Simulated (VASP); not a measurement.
Input of a VASP 6.6.1 run:

File INCAR:

```
  PREC = Accurate
  ENCUT = 520
  EDIFF = 1E-6
  ISMEAR = 0
  SIGMA = 0.1
  LREAL = F
  LASPH = T
  NELM = 60
  ALGO = Normal
  ISIF = 2
  LWAVE = F
  LCHARG = F
  GGA = PE
  NBANDS = 26
```

File KPOINTS:

```
regular mesh
0
Gamma
  4 4 4
```

POSCAR

```
LaScF2
1.0
    4.0698567800      0.0000000000      0.0000000000
    0.0000000000      4.0698567800      0.0000000000
    0.0000000000      0.0000000000      4.0819299600
La Sc F
1 1 2
Direct
    0.0000000000      0.0000000000      0.0000000000
    0.5000000000      0.5000000000      0.0000000000
    0.5000000000      0.0000000000      0.5000000000
    0.0000000000      0.5000000000      0.5000000000
```

Potentials or basis: VASP PAW PBE potentials, release 64 (La, Sc_sv, F).

The run is started by

```console
$ cat potpaw_PBE.64/La/POTCAR potpaw_PBE.64/Sc_sv/POTCAR potpaw_PBE.64/F/POTCAR > POTCAR
$ mpirun -np 1 vasp_std > vasp.out
```

**Question.** Predict the pressure.

**Answer.** 3.0 GPa.

**Question.** What does it give for the band gap on the k mesh?

**Answer.** Zero (band 18 reaches 8.36 eV, above the bottom of band 19 at 6.39 eV).

Stress tensor (GPa, compression positive):
```
 7.30  0.00  0.00
 0.00  7.30  0.00
 0.00  0.00 -5.61
```

Caveat: the k points lie up to 0.39 Å⁻¹ apart; spin-orbit coupling is left out, which moves the levels of the heavy elements.
